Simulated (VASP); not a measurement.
# Ti6C in VASP: a series of runs

The runs below take Ti6C through single point, with PBE.

All numbers are computed with VASP 6.6.1; they aren't measurements. Logs are shortened: lines on timing, memory, paths and dates and some standing lists are left out, and cuts for length are marked.

## 1. The cell of the first run

The cell holds a slab with vacuum, 7 atoms: a = 2.832 Å, b = 4.579 Å, c = 22.051 Å, α = 90.00°, β = 90.00°, γ = 90.00°.

## 2. Single point, PBE

INCAR reads:

```
SYSTEM = Ti6C
ALGO = Normal
DIPOL = 0.5 0.5 0.360
EDIFF = 1E-6
ENCUT = 520
GGA = PE
IDIPOL = 3
ISIF = 2
ISMEAR = 0
LASPH = .True.
LCHARG = .False.
LDIPOL = .True.
LREAL = .False.
LWAVE = .False.
NBANDS = 47
NELM = 100
PREC = Accurate
SIGMA = 0.1
```

KPOINTS reads:

```
k-points
0
Gamma
  9 6 1
  0 0 0
```

POSCAR reads:

```
Ti6C
1.0
    2.8319727860      0.0000000000      0.0000000000
    0.0000000000      4.5793473380      0.0000000000
    0.0000000000      0.0000000000     22.0506909065
Ti C
6 1
Direct
    0.5000000000      0.0000000000      0.1814002118
    0.0000000000      0.5000000000      0.2413504290
    0.5000000000      0.0000000000      0.3013006462
    0.5000000000      0.5000000000      0.3625816208
    0.0000000000      0.0000000000      0.4208167734
    0.5000000000      0.5000000000      0.4784743912
    1.0000000000      0.5000000000      0.5337001969
```

Potentials or basis: VASP PAW PBE potentials, release 64 (Ti_sv, C).

The run is started by

```sh
$ cat potpaw_PBE.64/Ti_sv/POTCAR potpaw_PBE.64/C/POTCAR > POTCAR
$ mpirun -np 1 vasp_std > vasp.out
```

OUTCAR:

```text
SYSTEM = Ti6C
   EDIFF = 1E-6
   ENCUT = 520
   GGA = PE
   ISIF = 2
   ISMEAR = 0
   LASPH = .True.
   LREAL = .False.
   NELM = 100
   PREC = Accurate

 ion  position               nearest neighbor table
   1  0.500  0.000  0.181-   3 2.64
   2  0.000  0.500  0.241-
   3  0.500  0.000  0.301-   1 2.64   4 2.66   4 2.66
   4  0.500  0.500  0.363-   6 2.56   3 2.66   3 2.66
   5  0.000  0.000  0.421-
   6  0.500  0.500  0.478-   7 1.87   7 1.87   4 2.56
   7  0.000  0.500  0.534-   6 1.87   6 1.87

  LATTYP: Found a simple orthorhombic cell.
 ALAT       =     2.8319727860
 B/A-ratio  =     1.6170167173
 C/A-ratio  =     7.7863357358

  Lattice vectors:

 A1 = (   2.8319727860,   0.0000000000,   0.0000000000)
 A2 = (   0.0000000000,   4.5793473380,   0.0000000000)
 A3 = (   0.0000000000,   0.0000000000,  22.0506909065)

Analysis of symmetry for initial positions (statically):
=====================================================================
 Subroutine PRICEL returns:
 Original cell was already a primitive cell.

 Routine SETGRP: Setting up the symmetry group for a
 simple orthorhombic supercell.

 Subroutine GETGRP returns: Found  4 space group operations
 (whereof  4 operations were pure point group operations)
 out of a pool of  8 trial point group operations.

The static configuration has the point symmetry C_2v.

Analysis of symmetry for dynamics (positions and initial velocities):
=====================================================================
 Subroutine PRICEL returns:
 Original cell was already a primitive cell.

 Routine SETGRP: Setting up the symmetry group for a
 simple orthorhombic supercell.

 Subroutine GETGRP returns: Found  4 space group operations
 (whereof  4 operations were pure point group operations)
 out of a pool of  8 trial point group operations.

The dynamic configuration has the point symmetry C_2v.

 Subroutine INISYM returns: Found  4 space group operations
 (whereof  4 operations are pure point group operations),
 and found     1 'primitive' translations

----------------------------------------------------------------------------------------

                                     Primitive cell

  volume of cell :     285.9663

  direct lattice vectors                    reciprocal lattice vectors
     2.831972786  0.000000000  0.000000000     0.353110738  0.000000000  0.000000000
     0.000000000  4.579347338  0.000000000     0.000000000  0.218371730  0.000000000
     0.000000000  0.000000000 22.050690907     0.000000000  0.000000000  0.045350053

  length of vectors
     2.831972786  4.579347338 22.050690907     0.353110738  0.218371730  0.045350053

  position of ions in fractional coordinates (direct lattice)
     0.500000000  0.000000000  0.181400212
     0.000000000  0.500000000  0.241350429
     0.500000000  0.000000000  0.301300646
     0.500000000  0.500000000  0.362581621
     0.000000000  0.000000000  0.420816773
     0.500000000  0.500000000  0.478474391
     0.000000000  0.500000000  0.533700197

  ion indices of the primitive-cell ions
   primitive index   ion index
                 1           1
                 2           2
                 3           3
                 4           4
                 5           5
                 6           6
                 7           7

----------------------------------------------------------------------------------------

 KPOINTS: k-points

Automatic generation of k-mesh.
 Grid dimensions read from file:
 generate k-points for:    9    6    1

 Generating k-lattice:

  Cartesian coordinates                     Fractional coordinates (reciprocal lattice)
     0.039234526  0.000000000  0.000000000     0.111111111  0.000000000  0.000000000
     0.000000000  0.036395288  0.000000000     0.000000000  0.166666667  0.000000000
     0.000000000  0.000000000  0.045350053     0.000000000  0.000000000  1.000000000

  Length of vectors
     0.039234526  0.036395288  0.045350053

  Shift w.r.t. Gamma in fractional coordinates (k-lattice)
     0.000000000  0.000000000  0.000000000

 Subroutine IBZKPT returns following result:
 ===========================================

 Found     20 irreducible k-points:

 Following reciprocal coordinates:
            Coordinates               Weight
  0.000000  0.000000  0.000000      1.000000
  0.111111  0.000000  0.000000      2.000000
  0.222222  0.000000  0.000000      2.000000
  0.333333  0.000000  0.000000      2.000000
  0.444444  0.000000  0.000000      2.000000
  0.000000  0.166667  0.000000      2.000000
[... 12 lines left out ...]
  0.333333  0.500000  0.000000      2.000000
  0.444444  0.500000  0.000000      2.000000
   k-points           NKPTS =     20   k-points in BZ     NKDIM =     20   number of bands    NBANDS=     47
   number of dos      NEDOS =    301   number of ions     NIONS =      7
   total plane-waves  NPLWV = 145152
   dimension x,y,z NGX =    24 NGY =   36 NGZ =  168
   dimension x,y,z NGXF=    48 NGYF=   72 NGZF=  336
   ions per type =               6   1
   NGX,Y,Z   is equivalent  to a cutoff of  14.09, 13.07, 12.67 a.u.
   NGXF,Y,Z  is equivalent  to a cutoff of  28.18, 26.14, 25.33 a.u.
 SYSTEM =  Ti6C
   PREC   = accura    normal or accurate (medium, high low for compatibility)
   ISTART =      0    job   : 0-new  1-cont  2-samecut
   ICHARG =      2    charge: 1-file 2-atom 10-const
   ISPIN  =      1    spin polarized calculation?
   LNONCOLLINEAR =      F non collinear calculations
   LSORBIT =      F    spin-orbit coupling
   LASPH  =      T    aspherical Exc in radial PAW
   ENCUT  =  520.0 eV  38.22 Ry    6.18 a.u.   5.27  8.51 41.00*2*pi/ulx,y,z
   NELM   =    100;   NELMIN=  2; NELMDL= -5     # of ELM steps
   EDIFF  = 0.1E-05   stopping-criterion for ELM
   LREAL  =      F    real-space projection
[... 7 lines left out ...]
   TEBEG  =    0.0;   TEEND  =   0.0 temperature during run
   PSTRESS=    0.0 pullay stress
   NELECT =      76.0000    total number of electrons
   NUPDOWN=      -1.0000    fix difference up-down
   EMIN   =  10.00;   EMAX   =-10.00  energy-range for DOS
   EFERMI =   0.00;   METHOD = LEGACY
   ISMEAR =     0;   SIGMA  =   0.10  broadening in eV -4-tet -1-fermi 0-gaus
   EFERMI_NEDOS =   21; number of points for ismear=-14 and -15
   IALGO  =     38    algorithm
   IMIX   =      4    mixing-type and parameters
     AMIX     =   0.40;   BMIX     =  1.00
     AMIX_MAG =   1.60;   BMIX_MAG =  1.00
  volume/ion in A,a.u.               =      40.85       275.69
  Fermi-wavevector in a.u.,A,eV,Ry     =   1.052546  1.989023 15.073256  1.107853
  Thomas-Fermi vector in A             =   2.187633
   LORBIT       =      0    0 simple, 1 ext, 2 COOP (PROOUT), +10 PAW based schemes
   GGA     = PE    functional components
   LHFCALC =     F    Hartree Fock is set to
   AEXX    =    0.0000 exact exchange contribution
   IVDW    =     0    specifies the selected vdW correction
   LEPSILON=     F    determine dielectric tensor
   LRPA    =     F    only Hartree local field effects (RPA)
 non-spin polarized calculation
 Gauss-broadening in eV      SIGMA  =   0.10
  energy-cutoff  :      520.00
  volume of cell :      285.97
 maximum number of plane-waves:      7748
 NGX is ok and might be reduce to    24
   NGX = 11   NGY = 17   NGZ = 81

 dipolmoment           0.000000      0.000000     -0.070476 electrons x Angstroem

 number of electron      75.9999999 magnetization

 dipolmoment           0.000000      0.000000      0.198580 electrons x Angstroem

 Free energy of the ion-electron system (eV)
  ---------------------------------------------------
  ext. energy  EPLUGINS =         0.00000000
  ---------------------------------------------------
  free energy    TOTEN  =       -50.30856432 eV

  energy without entropy =      -50.27043424  energy(sigma->0) =      -50.28949928

 E-fermi :   0.2169     XC(G=0):  -5.3987

 val. band max:        0.2090886769   @ k =   0.2222   0.1667   0.0000
 cond. band min:       0.2481082355   @ k =   0.3333   0.5000   0.0000
 fundamental gap:      0.0390195586
 Fermi energy:         0.2169195642

 k-point     1 :       0.0000    0.0000    0.0000
  band No.  band energies     occupation
      1     -56.7526      2.00000
      2     -56.6797      2.00000
      3     -56.6519      2.00000
      4     -56.3933      2.00000
      5     -56.2704      2.00000
      6     -55.5730      2.00000
[... 39 lines left out ...]
     46       1.4149      0.00000
     47       1.8349      0.00000

 k-point     2 :       0.1111    0.0000    0.0000
  band No.  band energies     occupation
      1     -56.7453      2.00000
      2     -56.6730      2.00000
      3     -56.6464      2.00000
      4     -56.3875      2.00000
      5     -56.2643      2.00000
      6     -55.5656      2.00000
[... 39 lines left out ...]
     46       1.3208      0.00000
     47       1.7505      0.00000

 k-point     3 :       0.2222    0.0000    0.0000
  band No.  band energies     occupation
      1     -56.7267      2.00000
      2     -56.6560      2.00000
      3     -56.6325      2.00000
      4     -56.3727      2.00000
      5     -56.2488      2.00000
      6     -55.5467      2.00000
[... 39 lines left out ...]
     46       1.6497      0.00000
     47       1.6852      0.00000

 k-point     4 :       0.3333    0.0000    0.0000
  band No.  band energies     occupation
      1     -56.7053      2.00000
      2     -56.6366      2.00000
      3     -56.6168      2.00000
      4     -56.3559      2.00000
      5     -56.2311      2.00000
      6     -55.5251      2.00000
[... 739 lines left out ...]
     46       1.3648      0.00000
     47       1.4014      0.00000

 k-point    19 :       0.3333    0.5000    0.0000
  band No.  band energies     occupation
      1     -56.7027      2.00000
      2     -56.6355      2.00000
      3     -56.6187      2.00000
      4     -56.3266      2.00000
      5     -56.2623      2.00000
      6     -55.5253      2.00000
[... 39 lines left out ...]
     46       1.4940      0.00000
     47       1.5685      0.00000

 k-point    20 :       0.4444    0.5000    0.0000
  band No.  band energies     occupation
      1     -56.6908      2.00000
      2     -56.6236      2.00000
      3     -56.6068      2.00000
      4     -56.3147      2.00000
      5     -56.2502      2.00000
      6     -55.5109      2.00000
[... 39 lines left out ...]
     46       1.4435      0.00000
     47       1.5198      0.00000

------------------------ aborting loop because EDIFF is reached ----------------------------------------

 vacuum level on the upper side and lower side of the slab       (xc-potential included)         1.344        -1.361

  FORCE on cell =-STRESS in cart. coord.  units (eV):
  Direction    XX          YY          ZZ          XY          YZ          ZX
  --------------------------------------------------------------------------------------
  -------------------------------------------------------------------------------------
  Total        3.6901605     -3.5666961     -0.1297787      0.0000000      0.0000000      0.0000000
  in kB       20.6747837    -19.9830522     -0.7271084      0.0000000      0.0000000      0.0000000
  external PRESSURE =      -0.0117923 kB  Pullay stress =       0.0000000 kB

 VOLUME and BASIS-vectors are now :
 -----------------------------------------------------------------------------
  energy-cutoff  :      520.00
  volume of cell :      285.97
      direct lattice vectors                 reciprocal lattice vectors
     2.831972786  0.000000000  0.000000000     0.353110738  0.000000000  0.000000000
     0.000000000  4.579347338  0.000000000     0.000000000  0.218371730  0.000000000
     0.000000000  0.000000000 22.050690907     0.000000000  0.000000000  0.045350053

 POSITION                                       TOTAL-FORCE (eV/Angst)
 -----------------------------------------------------------------------------------
      1.41599      0.00000      4.00000         0.000000      0.000000      0.400534
      0.00000      2.28967      5.32194         0.000000      0.000000     -0.038121
      1.41599      0.00000      6.64389         0.000000      0.000000     -0.279447
      1.41599      2.28967      7.99518         0.000000      0.000000     -0.217284
      0.00000      0.00000      9.27930         0.000000      0.000000     -0.481332
      1.41599      2.28967     10.55069         0.000000      0.000000      0.566999
      0.00000      2.28967     11.76846         0.000000      0.000000      0.048650
 -----------------------------------------------------------------------------------
    total drift:                                0.000000      0.000000      0.000112

  FREE ENERGIE OF THE ION-ELECTRON SYSTEM (eV)
  ---------------------------------------------------
  free  energy   TOTEN  =       -50.3085643226 eV

  energy  without entropy=      -50.2704342426  energy(sigma->0) =      -50.28949928

 vacuum level on the upper side and lower side of the slab         6.379         3.549
```

Wall time 21 min (1 thread of Intel Xeon 8259CL, shared host); peak memory 0.48 GiB.

What came out:

| Property | Result |
| --- | --- |
| Free energy | -50.3086 eV |
| Largest force | 0.567 eV/Å |
| Band gap on the k mesh | zero (bands 38 and 39 overlap by 0.08 eV) |

Forces in eV/Å, atoms in the order of the input:
```
Ti   0.000  0.000  0.401
Ti   0.000  0.000 -0.038
Ti   0.000  0.000 -0.279
Ti   0.000  0.000 -0.217
Ti   0.000  0.000 -0.481
Ti   0.000  0.000  0.567
C    0.000  0.000  0.049
```

Levels at points of the mesh, in eV from the Fermi level:
```tsv
k point	band 35	band 36	band 37	band 38	band 39	band 40	band 41	band 42
(0.00, 0.00, 0.00)	-0.66	-0.61	-0.41	-0.30	0.10	0.25	0.28	0.38
(0.00, 0.50, 0.00)	-0.53	-0.48	-0.33	-0.26	0.15	0.25	0.36	0.49
```

## 3. Single point, PBE

INCAR reads:

```
PREC     = Accurate       # precision mode
ENCUT    = 520            # plane-wave cutoff, eV
EDIFF    = 1E-6           # SCF threshold, eV
ISMEAR   = 0              # smearing method
SIGMA    = 0.1            # smearing width, eV
LREAL    = False          # projectors in reciprocal space
LASPH    = True           # aspherical terms in the spheres
NELM     = 80             # most SCF steps
ALGO     = Normal         # electronic algorithm
ISIF     = 2              # what is computed and relaxed
LWAVE    = False          # write WAVECAR
LCHARG   = False          # write CHGCAR
LDIPOL   = True         
IDIPOL   = 3            
DIPOL    = 0.5 0.5 0.353
GGA      = PE             # functional
NBANDS   = 47             # bands
```

KPOINTS reads:

```
Automatic mesh
0
Gamma
  9 6 1
```

Changes to POSCAR since step 2:

```diff
@@ -14,2 +14,2 @@
     0.5000000000      0.5000000000      0.4784743912
-    1.0000000000      0.5000000000      0.5337001969
+    0.5000000000      1.0000000000      0.4842983516
```

Potentials or basis: VASP PAW PBE potentials, release 64 (Ti_sv, C).

The run is started by

```sh
$ cat potpaw_PBE.64/Ti_sv/POTCAR potpaw_PBE.64/C/POTCAR > POTCAR
$ mpirun -np 1 vasp_std > vasp.out
```

OUTCAR:

```text
PREC = Accurate
   ENCUT = 520
   EDIFF = 1E-6
   ISMEAR = 0
   LREAL = False
   LASPH = True
   NELM = 80
   ISIF = 2
   GGA = PE

 ion  position               nearest neighbor table
   1  0.500  0.000  0.181-   3 2.64
   2  0.000  0.500  0.241-
   3  0.500  0.000  0.301-   1 2.64   4 2.66   4 2.66
   4  0.500  0.500  0.363-   6 2.56   3 2.66   3 2.66
   5  0.000  0.000  0.421-   7 1.99   7 1.99
   6  0.500  0.500  0.478-   7 2.29   7 2.29   4 2.56
   7  0.500  0.000  0.484-   5 1.99   5 1.99   6 2.29   6 2.29

  LATTYP: Found a simple orthorhombic cell.
 ALAT       =     2.8319727860
 B/A-ratio  =     1.6170167173
 C/A-ratio  =     7.7863357358

  Lattice vectors:

[... 1204 lines left out ...]
  in kB       20.6153970    -49.2092639      4.6749652      0.0000000      0.0000000      0.0000000
  external PRESSURE =      -7.9729672 kB  Pullay stress =       0.0000000 kB

 VOLUME and BASIS-vectors are now :
 -----------------------------------------------------------------------------
  energy-cutoff  :      520.00
  volume of cell :      285.97
      direct lattice vectors                 reciprocal lattice vectors
     2.831972786  0.000000000  0.000000000     0.353110738  0.000000000  0.000000000
     0.000000000  4.579347338  0.000000000     0.000000000  0.218371730  0.000000000
     0.000000000  0.000000000 22.050690907     0.000000000  0.000000000  0.045350053

 POSITION                                       TOTAL-FORCE (eV/Angst)
 -----------------------------------------------------------------------------------
      1.41599      0.00000      4.00000         0.000000      0.000000      0.439403
      0.00000      2.28967      5.32194         0.000000      0.000000      0.133626
      1.41599      0.00000      6.64389         0.000000      0.000000     -0.550248
      1.41599      2.28967      7.99518         0.000000      0.000000     -1.128078
      0.00000      0.00000      9.27930         0.000000      0.000000      0.463885
      1.41599      2.28967     10.55069         0.000000      0.000000      0.617353
      1.41599      0.00000     10.67911         0.000000      0.000000      0.024059
 -----------------------------------------------------------------------------------
    total drift:                                0.000000      0.000000     -0.000442

  FREE ENERGIE OF THE ION-ELECTRON SYSTEM (eV)
  ---------------------------------------------------
  free  energy   TOTEN  =       -52.0595593953 eV

  energy  without entropy=      -52.0148255878  energy(sigma->0) =      -52.03719249

 vacuum level on the upper side and lower side of the slab         4.611         4.234
```

Run time: 18 min. Hardware: 1 thread of Intel Xeon 8259CL, shared host; peak memory 0.47 GiB.

Results:

| Quantity | Value |
| --- | --- |
| Free energy | -52.0596 eV |
| Largest force | 1.128 eV/Å |
| Band gap on the k mesh | zero (bands 38 and 39 overlap by 0.15 eV) |

Forces in eV/Å, atoms in the order of the input:
```
Ti   0.000  0.000  0.439
Ti   0.000  0.000  0.134
Ti   0.000  0.000 -0.550
Ti   0.000  0.000 -1.128
Ti   0.000  0.000  0.464
Ti   0.000  0.000  0.617
C    0.000  0.000  0.024
```

Levels at points of the mesh, in eV from the Fermi level:
```csv
k point,band 34,band 35,band 36,band 37,band 38,band 39,band 40,band 41,band 42,band 43
"(0.00, 0.00, 0.00)",-0.59,-0.51,-0.50,-0.27,-0.24,-0.02,0.02,0.25,0.65,0.80
"(0.00, 0.50, 0.00)",-0.58,-0.56,-0.44,-0.43,-0.24,0.07,0.24,0.26,0.47,0.58
```
